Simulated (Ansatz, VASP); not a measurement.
# WSe2: VASP beside Ansatz

INCAR

```
ALGO = Normal
EDIFF = 1E-6
ENCUT = 520
GGA = PS
ISIF = 2
ISMEAR = 0
IVDW = 12
LASPH = T
LCHARG = F
LREAL = F
LWAVE = F
NBANDS = 35
NELM = 80
PREC = Accurate
SIGMA = 0.05
```

The input KPOINTS:

```
k-points
0
Gamma
  12 12 4
```

The input POSCAR:

```
WSe2
1.0
    3.3596740132      0.0000000000      0.0000000000
   -1.6798370066      2.9095630438      0.0000000000
    0.0000000000      0.0000000000     12.4145017028
W Se
2 4
Direct
    0.3333333333      0.6666666667      0.2500000000
    0.6666666667      0.3333333333      0.7500000000
    0.3333333333      0.6666666667      0.6145805872
    0.6666666667      0.3333333333      0.1145805872
    0.3333333333      0.6666666667      0.8854194128
    0.6666666667      0.3333333333      0.3854194128
```

Input for Ansatz:

```yaml
crystal:
  lattice:
    - [3.3596740132, 0.0, 0.0]
    - [-1.6798370066, 2.9095630438, 0.0]
    - [0.0, 0.0, 12.4145017028]
  atoms:
    - { symbol: W, position: [0.3333333333, 0.6666666667, 0.25] }
    - { symbol: W, position: [0.6666666667, 0.3333333333, 0.75] }
    - { symbol: Se, position: [0.3333333333, 0.6666666667, 0.6145805872] }
    - { symbol: Se, position: [0.6666666667, 0.3333333333, 0.1145805872] }
    - { symbol: Se, position: [0.3333333333, 0.6666666667, 0.8854194128] }
    - { symbol: Se, position: [0.6666666667, 0.3333333333, 0.3854194128] }
basis:
  ecutwfc: 420
kpoints:
  mp_grid: { grid: [12, 12, 4] }
hamiltonian:
  xc: pbesol
  dispersion: d3bj
scf:
  occupations: { method: gaussian, width: 0.05 }
output:
  forces: true
  stress: true
  eigenvalues: true
```

Change from the starting cell: strain +0.0400 x Voigt [1, 1, 0, 0, 0, 0], atoms carried along.

Alike in both runs: task single point; functional PBEsol; dispersion D3(BJ); k mesh 12 × 12 × 4; occupations gaussian, width 0.05 eV; no spin polarisation.

|  | VASP | Ansatz |
| --- | --- | --- |
| version | VASP 6.6.1 | Ansatz 0.2.0 |
| potentials or method | VASP PAW PBE potentials, release 64 (W_sv, Se), cutoff 520 eV | scalar-relativistic, plane waves, PAW |
| valence electrons in the cell | 52 | 92 |

|  | VASP | Ansatz | Ansatz less VASP |
| --- | --- | --- | --- |
| gap on the k mesh at the Fermi level (eV) | 0.73 | 0.73 | +0.006 |
| least direct gap on the mesh (eV) | 1.29 | 1.29 | +0.003 |
| pressure (GPa) | -9.6 | -9.9 | -0.34 |
| traceless stress, the component that is largest in VASP (GPa) | 2.71 | 2.63 | -0.080 |
| rms of the force components (eV/Å) | 0.346 | 0.369 | +0.0230 |

VASP's potentials were made for PBE, not for PBEsol. Atom by atom the forces differ by 0.023 eV/Å (rms over components). VASP's potentials hold 52 valence electrons a cell and Ansatz's 92, so a difference there can come from the potentials and not from the codes.

Spin-orbit coupling is off throughout.
